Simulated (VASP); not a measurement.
# AgI (P6_3mc) in VASP: a series of runs, part 2 of 2

VASP 6.6.1.

## 3. Single point, r2SCAN (33.45 Å³/atom)

This run uses another cell than the first one, of 33.45 Å³/atom.

POSCAR reads:

```
AgI
1.0
    4.5559293628      0.0000000000      0.0000000000
   -2.2779646814      3.9455505660      0.0000000000
    0.0000000000      0.0000000000      7.4441654765
Ag I
2 2
Direct
    0.3333333333      0.6666666667      0.0000048562
    0.6666666667      0.3333333333      0.5000048562
    0.3333333333      0.6666666667      0.3749951438
    0.6666666667      0.3333333333      0.8749951438
```

INCAR.step1 reads:

```
SYSTEM = AgI
PREC = Accurate
ENCUT = 550
ISMEAR = 0
SIGMA = 0.01
LREAL = .FALSE.
LASPH = .TRUE.
NELM = 120
NBANDS = 26
GGA = PE
ALGO = Normal
EDIFF = 1E-5
LWAVE = .TRUE.
LCHARG = .FALSE.
GGA_COMPAT = .FALSE.
```

INCAR.step2 reads:

```
SYSTEM = AgI
PREC = Accurate
ENCUT = 550
EDIFF = 1E-6
ISMEAR = 0
SIGMA = 0.01
LREAL = .FALSE.
LASPH = .TRUE.
NELM = 120
ALGO = Normal
ISIF = 2
LWAVE = .FALSE.
LCHARG = .FALSE.
METAGGA = R2SCAN
LMIXTAU = .TRUE.
NBANDS = 26
ISTART = 1
GGA_COMPAT = .FALSE.
```

KPOINTS reads:

```
regular mesh
0
G
  6 6 4
  0 0 0
```

Potentials or basis: VASP PAW PBE potentials, release 64 (Ag, I).

Started as:

```
$ cat potpaw_PBE.64/Ag/POTCAR potpaw_PBE.64/I/POTCAR > POTCAR
$ cp INCAR.step1 INCAR
$ mpirun -np 1 vasp_std > vasp.out
$ cp INCAR.step2 INCAR
$ mpirun -np 1 vasp_std > vasp.out
```

OUTCAR:

```text
SYSTEM = AgI
   PREC = Accurate
   ENCUT = 550
   EDIFF = 1E-6
   ISMEAR = 0
   LREAL = .FALSE.
   LASPH = .TRUE.
   NELM = 120
   ISIF = 2
   METAGGA = R2SCAN
   ISTART = 1

 ion  position               nearest neighbor table
   1  0.333  0.667  0.000-   4 2.79   4 2.79   4 2.79   3 2.79
   2  0.667  0.333  0.500-   3 2.79   3 2.79   3 2.79   4 2.79
   3  0.333  0.667  0.375-   2 2.79   2 2.79   2 2.79   1 2.79
   4  0.667  0.333  0.875-   1 2.79   1 2.79   1 2.79   2 2.79

  LATTYP: Found a hexagonal cell.
 ALAT       =     4.5559293628
 C/A-ratio  =     1.6339510303

  Lattice vectors:

 A1 = (   4.5559293628,   0.0000000000,   0.0000000000)
 A2 = (  -2.2779646814,   3.9455505660,   0.0000000000)
 A3 = (   0.0000000000,   0.0000000000,   7.4441654765)

Analysis of symmetry for initial positions (statically):
=====================================================================
 Subroutine PRICEL returns:
 Original cell was already a primitive cell.

 Routine SETGRP: Setting up the symmetry group for a
 hexagonal supercell.

 Subroutine GETGRP returns: Found 12 space group operations
 (whereof  6 operations were pure point group operations)
 out of a pool of 24 trial point group operations.

The static configuration has the point symmetry C_3v.
 The point group associated with its full space group is C_6v.

Analysis of symmetry for dynamics (positions and initial velocities):
=====================================================================
 Subroutine PRICEL returns:
 Original cell was already a primitive cell.

 Routine SETGRP: Setting up the symmetry group for a
 hexagonal supercell.

 Subroutine GETGRP returns: Found 12 space group operations
 (whereof  6 operations were pure point group operations)
 out of a pool of 24 trial point group operations.

The dynamic configuration has the point symmetry C_3v.
 The point group associated with its full space group is C_6v.

 Subroutine INISYM returns: Found 12 space group operations
 (whereof  6 operations are pure point group operations),
 and found     1 'primitive' translations

----------------------------------------------------------------------------------------

                                     Primitive cell

  volume of cell :     133.8137

  direct lattice vectors                    reciprocal lattice vectors
     4.555929363  0.000000000  0.000000000     0.219494184  0.126725026  0.000000000
    -2.277964681  3.945550566  0.000000000     0.000000000  0.253450053  0.000000000
     0.000000000  0.000000000  7.444165477     0.000000000  0.000000000  0.134333392

  length of vectors
     4.555929363  4.555929363  7.444165477     0.253450053  0.253450053  0.134333392

  position of ions in fractional coordinates (direct lattice)
     0.333333333  0.666666667  0.000004856
     0.666666667  0.333333333  0.500004856
     0.333333333  0.666666667  0.374995144
     0.666666667  0.333333333  0.874995144

  ion indices of the primitive-cell ions
   primitive index   ion index
                 1           1
                 2           2
                 3           3
                 4           4

----------------------------------------------------------------------------------------

 KPOINTS: regular mesh

Automatic generation of k-mesh.
 Grid dimensions read from file:
 generate k-points for:    6    6    4

 Generating k-lattice:

  Cartesian coordinates                     Fractional coordinates (reciprocal lattice)
     0.036582364  0.021120838  0.000000000     0.166666667  0.000000000  0.000000000
     0.000000000  0.042241675  0.000000000     0.000000000  0.166666667  0.000000000
     0.000000000  0.000000000  0.033583348     0.000000000  0.000000000  0.250000000

  Length of vectors
     0.042241675  0.042241675  0.033583348

  Shift w.r.t. Gamma in fractional coordinates (k-lattice)
     0.000000000  0.000000000  0.000000000

 Subroutine IBZKPT returns following result:
 ===========================================

 Found     21 irreducible k-points:

 Following reciprocal coordinates:
            Coordinates               Weight
  0.000000  0.000000  0.000000      1.000000
  0.166667  0.000000  0.000000      6.000000
  0.333333  0.000000  0.000000      6.000000
  0.500000  0.000000  0.000000      3.000000
  0.166667  0.166667  0.000000      6.000000
  0.333333  0.166667  0.000000     12.000000
[... 13 lines left out ...]
  0.333333  0.166667  0.500000     12.000000
  0.333333  0.333333  0.500000      2.000000
   k-points           NKPTS =     21   k-points in BZ     NKDIM =     21   number of bands    NBANDS=     26
   number of dos      NEDOS =    301   number of ions     NIONS =      4
   total plane-waves  NPLWV =  77760
   dimension x,y,z NGX =    36 NGY =   36 NGZ =   60
   dimension x,y,z NGXF=    72 NGYF=   72 NGZF=  120
   ions per type =               2   2
   NGX,Y,Z   is equivalent  to a cutoff of  13.14, 13.14, 13.40 a.u.
   NGXF,Y,Z  is equivalent  to a cutoff of  26.27, 26.27, 26.80 a.u.
 SYSTEM =  AgI
   PREC   = accura    normal or accurate (medium, high low for compatibility)
   ISTART =      1    job   : 0-new  1-cont  2-samecut
   ICHARG =      0    charge: 1-file 2-atom 10-const
   ISPIN  =      1    spin polarized calculation?
   LNONCOLLINEAR =      F non collinear calculations
   LSORBIT =      F    spin-orbit coupling
   LASPH  =      T    aspherical Exc in radial PAW
   ENCUT  =  550.0 eV  40.42 Ry    6.36 a.u.   8.71  8.71 14.23*2*pi/ulx,y,z
   NELM   =    120;   NELMIN=  2; NELMDL=  0     # of ELM steps
   EDIFF  = 0.1E-05   stopping-criterion for ELM
   LREAL  =      F    real-space projection
[... 7 lines left out ...]
   TEBEG  =    0.0;   TEEND  =   0.0 temperature during run
   PSTRESS=    0.0 pullay stress
   NELECT =      36.0000    total number of electrons
   NUPDOWN=      -1.0000    fix difference up-down
   EMIN   =  10.00;   EMAX   =-10.00  energy-range for DOS
   EFERMI =   0.00;   METHOD = LEGACY
   ISMEAR =     0;   SIGMA  =   0.01  broadening in eV -4-tet -1-fermi 0-gaus
   EFERMI_NEDOS =   21; number of points for ismear=-14 and -15
   IALGO  =     38    algorithm
   IMIX   =      4    mixing-type and parameters
     AMIX     =   0.40;   BMIX     =  1.00
     AMIX_MAG =   1.60;   BMIX_MAG =  1.00
  volume/ion in A,a.u.               =      33.45       225.75
  Fermi-wavevector in a.u.,A,eV,Ry     =   1.056839  1.997136 15.196462  1.116908
  Thomas-Fermi vector in A             =   2.192090
   LORBIT       =      0    0 simple, 1 ext, 2 COOP (PROOUT), +10 PAW based schemes
   METAGGA = R2SCAN    functional components
   LHFCALC =     F    Hartree Fock is set to
   AEXX    =    0.0000 exact exchange contribution
   IVDW    =     0    specifies the selected vdW correction
   LEPSILON=     F    determine dielectric tensor
   LRPA    =     F    only Hartree local field effects (RPA)
 non-spin polarized calculation
 Gauss-broadening in eV      SIGMA  =   0.01
  energy-cutoff  :      550.00
  volume of cell :      133.81
 maximum number of plane-waves:      3937
 NGX is ok and might be reduce to    36
   NGX = 17   NGY = 17   NGZ = 29

 number of electron      36.0000005 magnetization

 Free energy of the ion-electron system (eV)
  ---------------------------------------------------
  ext. energy  EPLUGINS =         0.00000000
  ---------------------------------------------------
  free energy    TOTEN  =       -93.00434963 eV

  energy without entropy =      -93.00434963  energy(sigma->0) =      -93.00434963

 E-fermi :   3.2293     XC(G=0):  -9.0542

 val. band max:        3.1486079386   @ k =   0.0000   0.0000   0.0000
 cond. band min:       4.9830695516   @ k =   0.0000   0.0000   0.0000
 fundamental gap:      1.8344616131
 Fermi energy:         3.2293321317

 k-point     1 :       0.0000    0.0000    0.0000
  band No.  band energies     occupation
      1     -10.2063      2.00000
      2      -9.8798      2.00000
      3      -1.3201      2.00000
      4      -1.3188      2.00000
      5      -1.3188      2.00000
      6      -1.2510      2.00000
[... 18 lines left out ...]
     25      10.2727      0.00000
     26      10.9170      0.00000
[... 557 lines left out ...]
      4      -1.3167      2.00000
      5      -1.1512      2.00000
      6      -1.1512      2.00000
[... 18 lines left out ...]
     25      11.7123      0.00000
     26      11.7123      0.00000

------------------------ aborting loop because EDIFF is reached ----------------------------------------

  FORCE on cell =-STRESS in cart. coord.  units (eV):
  Direction    XX          YY          ZZ          XY          YZ          ZX
  --------------------------------------------------------------------------------------
  -------------------------------------------------------------------------------------
  Total        1.6381816      1.6381816      1.6647816      0.0000000      0.0000000      0.0000000
  in kB       19.6142635     19.6142635     19.9327511      0.0000000      0.0000000      0.0000000
  external PRESSURE =      19.7204260 kB  Pullay stress =       0.0000000 kB

 VOLUME and BASIS-vectors are now :
 -----------------------------------------------------------------------------
  energy-cutoff  :      550.00
  volume of cell :      133.81
      direct lattice vectors                 reciprocal lattice vectors
     4.555929363  0.000000000  0.000000000     0.219494184  0.126725026  0.000000000
    -2.277964681  3.945550566  0.000000000     0.000000000  0.253450053  0.000000000
     0.000000000  0.000000000  7.444165477     0.000000000  0.000000000  0.134333392

 POSITION                                       TOTAL-FORCE (eV/Angst)
 -----------------------------------------------------------------------------------
     -0.00000      2.63037      0.00004        -0.000000      0.000000      0.004310
      2.27796      1.31518      3.72212         0.000000     -0.000000      0.004310
     -0.00000      2.63037      2.79153         0.000000     -0.000000     -0.004310
      2.27796      1.31518      6.51361        -0.000000      0.000000     -0.004310
 -----------------------------------------------------------------------------------
    total drift:                               -0.000000      0.000000      0.000127

  FREE ENERGIE OF THE ION-ELECTRON SYSTEM (eV)
  ---------------------------------------------------
  free  energy   TOTEN  =       -93.0043496268 eV

  energy  without entropy=      -93.0043496268  energy(sigma->0) =      -93.00434963
```

Run time: 3.2 min. Hardware: 1 thread of AMD EPYC 9R45 (Zen 5), shared host; peak memory 0.3 GiB.

Results:

```yaml
Free_energy: -93.0043 eV
Pressure: 2.0 GPa
Largest_force: 0.004 eV/Å
Band_gap_on_the_k_mesh: 1.83 eV
```

Forces in eV/Å, atoms in the order of the input:
```
Ag   0.000  0.000  0.004
Ag   0.000  0.000  0.004
I    0.000  0.000 -0.004
I    0.000  0.000 -0.004
```

Caveat: the PAW data sets were made with another functional, which shifts forces and pressure a little; spin-orbit coupling is left out, which moves the levels of the heavy elements.
